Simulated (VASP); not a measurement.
# Ir (P-1) in VASP: density of states with LDA

Aim: the density of states of Ir with LDA.

Program: VASP 6.6.1. These are calculated values, not measurements. Logs are shortened: lines on timing, memory, paths and dates and some standing lists are left out, and cuts for length are marked.

### Step 1. The cell of the first run

The typed cell holds 2 atoms: a = 2.762 Å, b = 2.719 Å, c = 4.425 Å, α = 91.83°, β = 89.55°, γ = 119.82°.

### Step 2. Density of states, LDA

Contents of POSCAR:

```
Ir
1.0
    2.7617300000      0.0169500000      0.0109500000
   -1.3661800000      2.3504400000     -0.0435000000
    0.0177600000     -0.0712200000      4.4247600000
Ir
2
Direct
    0.6741900000      0.3368000000      0.7466100000
    0.3090200000      0.6500200000      0.2436000000
```

Contents of INCAR.step1:

```
PREC = Accurate
ENCUT = 520
EDIFF = 1E-7
ISMEAR = -1
SIGMA = 0.15
LREAL = False
LASPH = True
NELM = 100
ALGO = Normal
ISIF = 2
LWAVE = False
LCHARG = True
LMAXMIX = 4
GGA = CA
NBANDS = 16
```

Contents of KPOINTS.step1:

```
Automatic mesh
0
Gamma
  7 7 4
```

Contents of INCAR.step2:

```
PREC = Accurate
ENCUT = 520
EDIFF = 1E-7
ISMEAR = -5
SIGMA = 0.15
LREAL = False
LASPH = True
NELM = 100
ALGO = Normal
ISIF = 2
LWAVE = False
LCHARG = False
LMAXMIX = 4
GGA = CA
LORBIT = 11
NEDOS = 1001
ICHARG = 11
```

Contents of KPOINTS.step2:

```
Automatic mesh
0
Gamma
  11 11 6
```

Potentials or basis: VASP PAW LDA potentials, release 64 (Ir).

On the command line:

```bash
cat potpaw_LDA.64/Ir/POTCAR > POTCAR
cp INCAR.step1 INCAR
cp KPOINTS.step1 KPOINTS
mpirun -np 1 vasp_std > vasp.out
cp INCAR.step2 INCAR
cp KPOINTS.step2 KPOINTS
mpirun -np 1 vasp_std > vasp.out
```

OUTCAR:

```text
PREC = Accurate
   ENCUT = 520
   EDIFF = 1E-7
   ISMEAR = -5
   LREAL = False
   LASPH = True
   NELM = 100
   ISIF = 2
   GGA = CA
   LORBIT = 11
   ICHARG = 11

 ion  position               nearest neighbor table
   1  0.674  0.337  0.747-   2 2.66   2 2.70   2 2.71   2 2.71   2 2.77   2 2.78
   2  0.309  0.650  0.244-   1 2.66   1 2.70   1 2.71   1 2.71   1 2.77   1 2.78

  LATTYP: Found a triclinic cell.
 ALAT       =     2.7189902972
 B/A-ratio  =     1.0107797499
 C/A-ratio  =     1.6275779932
 COS(alpha) =     0.0236672215
 COS(beta)  =     0.0319250068
 COS(gamma) =     0.4896890813

  Lattice vectors:

 A1 = (  -1.3661800000,   2.3504400000,  -0.0435000000)
 A2 = (   1.3955500000,   2.3673900000,  -0.0325500000)
 A3 = (  -0.0177600000,   0.0712200000,  -4.4247600000)

Analysis of symmetry for initial positions (statically):
=====================================================================
 Subroutine PRICEL returns:
 Original cell was already a primitive cell.

 Routine SETGRP: Setting up the symmetry group for a
 triclinic supercell.

 Subroutine GETGRP returns: Found  2 space group operations
 (whereof  1 operations were pure point group operations)
 out of a pool of  2 trial point group operations.

The static configuration has the point symmetry C_1 .
 The point group associated with its full space group is S_2 .

Analysis of symmetry for dynamics (positions and initial velocities):
=====================================================================
 Subroutine PRICEL returns:
 Original cell was already a primitive cell.

 Routine SETGRP: Setting up the symmetry group for a
 triclinic supercell.

 Subroutine GETGRP returns: Found  2 space group operations
 (whereof  1 operations were pure point group operations)
 out of a pool of  2 trial point group operations.

The dynamic configuration has the point symmetry C_1 .
 The point group associated with its full space group is S_2 .

 Subroutine INISYM returns: Found  2 space group operations
 (whereof  1 operations are pure point group operations),
 and found     1 'primitive' translations

----------------------------------------------------------------------------------------

                                     Primitive cell

  volume of cell :      28.8169

  direct lattice vectors                    reciprocal lattice vectors
     2.761730000  0.016950000  0.010950000     0.360796921  0.209746856  0.001927883
    -1.366180000  2.350440000 -0.043500000    -0.002629694  0.424050275  0.006835978
     0.017760000 -0.071220000  4.424760000    -0.000918721  0.003649793  0.226063392

  length of vectors
     2.761803722  2.718990297  4.425368771     0.417339045  0.424113525  0.226094720

  position of ions in fractional coordinates (direct lattice)
     0.674190000  0.336800000  0.746610000
     0.309020000  0.650020000  0.243600000

  ion indices of the primitive-cell ions
   primitive index   ion index
                 1           1
                 2           2

----------------------------------------------------------------------------------------

 KPOINTS: Automatic mesh

Automatic generation of k-mesh.
 Grid dimensions read from file:
 generate k-points for:   11   11    6

 Generating k-lattice:

  Cartesian coordinates                     Fractional coordinates (reciprocal lattice)
     0.032799720  0.019067896  0.000175262     0.090909091  0.000000000 -0.000000000
    -0.000239063  0.038550025  0.000621453    -0.000000000  0.090909091  0.000000000
    -0.000153120  0.000608299  0.037677232     0.000000000  0.000000000  0.166666667

  Length of vectors
     0.037939913  0.038555775  0.037682453

  Shift w.r.t. Gamma in fractional coordinates (k-lattice)
     0.000000000  0.000000000  0.000000000

 TETIRR: Found   2176 inequivalent tetrahedra from     4356

 Subroutine IBZKPT returns following result:
 ===========================================

 Found    364 irreducible k-points:

 Following reciprocal coordinates:
            Coordinates               Weight
  0.000000  0.000000  0.000000      1.000000
  0.090909 -0.000000  0.000000      2.000000
  0.181818 -0.000000  0.000000      2.000000
  0.272727 -0.000000  0.000000      2.000000
  0.363636 -0.000000 -0.000000      2.000000
  0.454545 -0.000000  0.000000      2.000000
[... 16 lines left out ...]
  0.454545  0.181818  0.000000      2.000000
 -0.454545  0.181818  0.000000      2.000000
 [... further k-points ...]
   k-points           NKPTS =    364   k-points in BZ     NKDIM =    364   number of bands    NBANDS=     13
   number of dos      NEDOS =   1001   number of ions     NIONS =      2
   total plane-waves  NPLWV =  17280
   dimension x,y,z NGX =    24 NGY =   20 NGZ =   36
   dimension x,y,z NGXF=    48 NGYF=   40 NGZF=   72
   ions per type =               2
   NGX,Y,Z   is equivalent  to a cutoff of  14.45, 12.23, 13.52 a.u.
   NGXF,Y,Z  is equivalent  to a cutoff of  28.89, 24.46, 27.05 a.u.
 SYSTEM =  unknown system
   PREC   = accura    normal or accurate (medium, high low for compatibility)
   ISTART =      0    job   : 0-new  1-cont  2-samecut
   ICHARG =     11    charge: 1-file 2-atom 10-const
   ISPIN  =      1    spin polarized calculation?
   LNONCOLLINEAR =      F non collinear calculations
   LSORBIT =      F    spin-orbit coupling
   LASPH  =      T    aspherical Exc in radial PAW
   ENCUT  =  520.0 eV  38.22 Ry    6.18 a.u.   5.14  5.06  8.23*2*pi/ulx,y,z
   NELM   =    100;   NELMIN=  2; NELMDL=  0     # of ELM steps
   EDIFF  = 0.1E-06   stopping-criterion for ELM
   LREAL  =      F    real-space projection
   EDIFFG = 0.1E-05   stopping-criterion for IOM
   NSW    =      0    number of steps for IOM
   IBRION =     -1    ionic relax: 0-MD 1-quasi-New 2-CG
   NFREE  =      0    steps in history (QN), initial steepest desc. (CG)
   ISIF   =      2    stress and relaxation
   ISYM   =      2    0-nonsym 1-usesym 2-fastsym
   POTIM  = 0.5000    time-step for ionic-motion
   TEBEG  =    0.0;   TEEND  =   0.0 temperature during run
   PSTRESS=    0.0 pullay stress
   NELECT =      18.0000    total number of electrons
   NUPDOWN=      -1.0000    fix difference up-down
   EMIN   =  10.00;   EMAX   =-10.00  energy-range for DOS
   EFERMI =   0.00;   METHOD = LEGACY
   ISMEAR =    -5;   SIGMA  =   0.15  broadening in eV -4-tet -1-fermi 0-gaus
   EFERMI_NEDOS =   21; number of points for ismear=-14 and -15
   IALGO  =     38    algorithm
   IMIX   =      4    mixing-type and parameters
     AMIX     =   0.40;   BMIX     =  1.00
     AMIX_MAG =   1.60;   BMIX_MAG =  1.00
  volume/ion in A,a.u.               =      14.41        97.23
  Fermi-wavevector in a.u.,A,eV,Ry     =   1.399427  2.644533 26.645577  1.958395
  Thomas-Fermi vector in A             =   2.522487
   LORBIT       =     11    0 simple, 1 ext, 2 COOP (PROOUT), +10 PAW based schemes
   GGA     = CA    functional components
   LHFCALC =     F    Hartree Fock is set to
   AEXX    =    0.0000 exact exchange contribution
   IVDW    =     0    specifies the selected vdW correction
   LEPSILON=     F    determine dielectric tensor
   LRPA    =     F    only Hartree local field effects (RPA)
 non-spin polarized calculation
 Fermi weights with tetrahedron method with Bloechl corrections
  energy-cutoff  :      520.00
  volume of cell :       28.82
 maximum number of plane-waves:       792
 NGX is ok and might be reduce to    24

 number of electron      18.0000001 magnetization

 Free energy of the ion-electron system (eV)
  ---------------------------------------------------
  ext. energy  EPLUGINS =         0.00000000
  ---------------------------------------------------
  free energy    TOTEN  =       -20.41920062 eV

  energy without entropy =      -20.41920062  energy(sigma->0) =      -20.41920062

 E-fermi :  10.1298     XC(G=0): -14.0322

 val. band max:       10.2696464688   @ k =  -0.2727   0.3636   0.5000
 cond. band min:       9.9729116351   @ k =  -0.0909   0.0909   0.5000
 fundamental gap:     -0.2967348337
 Fermi energy:        10.1297551437

 k-point     1 :       0.0000    0.0000    0.0000
  band No.  band energies     occupation
      1      -0.9202      2.00000
      2       2.1010      2.00000
      3       6.0990      2.00000
      4       6.1941      2.00000
      5       6.5623      2.00000
      6       6.9441      2.00000
      7       7.0837      2.00000
      8       7.4664      2.00000
      9       8.0574      2.00000
     10       9.4441      2.00000
     11      10.1581      0.00000
     12      10.5894      0.00000
     13      17.1227      0.00000

 k-point     2 :       0.0909   -0.0000    0.0000
  band No.  band energies     occupation
      1      -0.6102      2.00000
      2       2.3768      2.00000
      3       5.6547      2.00000
      4       6.4421      2.00000
      5       6.8091      2.00000
      6       6.9550      2.00000
      7       7.1557      2.00000
      8       7.3116      2.00000
      9       7.8487      2.00000
     10       8.2392      2.00000
     11      10.3078      0.00000
     12      12.1991      0.00000
     13      17.0639      0.00000

 k-point     3 :       0.1818   -0.0000    0.0000
  band No.  band energies     occupation
      1       0.2539      2.00000
      2       3.0337      2.00000
      3       5.1618      2.00000
      4       6.0616      2.00000
      5       6.2134      2.00000
      6       7.2856      2.00000
      7       7.3978      2.00000
      8       7.5399      2.00000
      9       7.5859      2.00000
     10       7.9923      2.00000
     11      10.5906      0.00000
     12      14.4443      0.00000
     13      16.8858      0.00000
[... 305 lines left out ...]
 k-point    23 :       0.4545    0.1818    0.0000
  band No.  band energies     occupation
      1       3.5506      2.00000
      2       3.6309      2.00000
      3       3.7005      2.00000
      4       5.5162      2.00000
      5       5.9199      2.00000
      6       6.3007      2.00000
      7       7.2491      2.00000
      8       9.9031      1.95007
      9      10.5053     -0.15301
     10      10.7204      0.00000
     11      13.2068      0.00000
     12      15.1857      0.00000
     13      18.2357      0.00000

 k-point    24 :      -0.4545    0.1818    0.0000
  band No.  band energies     occupation
      1       3.2182      2.00000
      2       3.8815      2.00000
      3       3.9359      2.00000
      4       4.8630      2.00000
      5       5.8025      2.00000
      6       6.7286      2.00000
      7       6.8962      2.00000
      8       8.8591      2.00000
      9      10.3213      0.39688
     10      10.6585     -0.08222
     11      11.7404      0.00000
     12      17.0491      0.00000
     13      18.4559      0.00000

 [... further k-points ...]
[... 5 lines left out ...]
  --------------------------------------------------------------------------------------
  -------------------------------------------------------------------------------------
  Total       -2.6245974     -1.7516076     -1.4266916     -0.3904444      0.4481267     -0.0463816
  in kB     -145.9239597    -97.3869402    -79.3220631    -21.7081666     24.9152189     -2.5787508
  external PRESSURE =    -107.5443210 kB  Pullay stress =       0.0000000 kB

 VOLUME and BASIS-vectors are now :
 -----------------------------------------------------------------------------
  energy-cutoff  :      520.00
  volume of cell :       28.82
      direct lattice vectors                 reciprocal lattice vectors
     2.761730000  0.016950000  0.010950000     0.360796921  0.209746856  0.001927883
    -1.366180000  2.350440000 -0.043500000    -0.002629694  0.424050275  0.006835978
     0.017760000 -0.071220000  4.424760000    -0.000918721  0.003649793  0.226063392

 POSITION                                       TOTAL-FORCE (eV/Angst)
 -----------------------------------------------------------------------------------
      1.41506      0.74988      3.29630        -0.236773     -0.209919     -0.193326
     -0.03029      1.51572      1.05298         0.236773      0.209919      0.193326
 -----------------------------------------------------------------------------------
    total drift:                                0.000003      0.000000      0.000002

  FREE ENERGIE OF THE ION-ELECTRON SYSTEM (eV)
  ---------------------------------------------------
  free  energy   TOTEN  =       -20.4192006189 eV

  energy  without entropy=      -20.4192006189  energy(sigma->0) =      -20.41920062

 total charge

# of ion       s       p       d       tot
------------------------------------------
    1        0.662   0.717   6.977   8.356
    2        0.662   0.717   6.977   8.356
--------------------------------------------------
tot          1.325   1.434  13.955  16.713
```

Run time: 49 s. Hardware: 1 thread of Intel Xeon Platinum 8488C (Sapphire Rapids), shared host; peak memory 0.24 GiB.

Results:

* Valence electrons inside the program's atomic spheres: Ir 8.36

Levels at points of the mesh, in eV from the Fermi level:
```tsv
k point	band 5	band 6	band 7	band 8	band 9	band 10	band 11	band 12	band 13
(0.00, 0.00, 0.00)	-3.57	-3.19	-3.05	-2.66	-2.07	-0.69	0.03	0.46	6.99
(0.00, 0.00, 0.50)	-4.05	-4.02	-3.76	-3.75	-0.81	-0.65	-0.29	-0.24	13.56
```

Caveat: the k points lie up to 0.38 Å⁻¹ apart; spin-orbit coupling is left out, which moves the levels of the heavy elements; tetrahedron occupations give inexact forces and stress in metals.
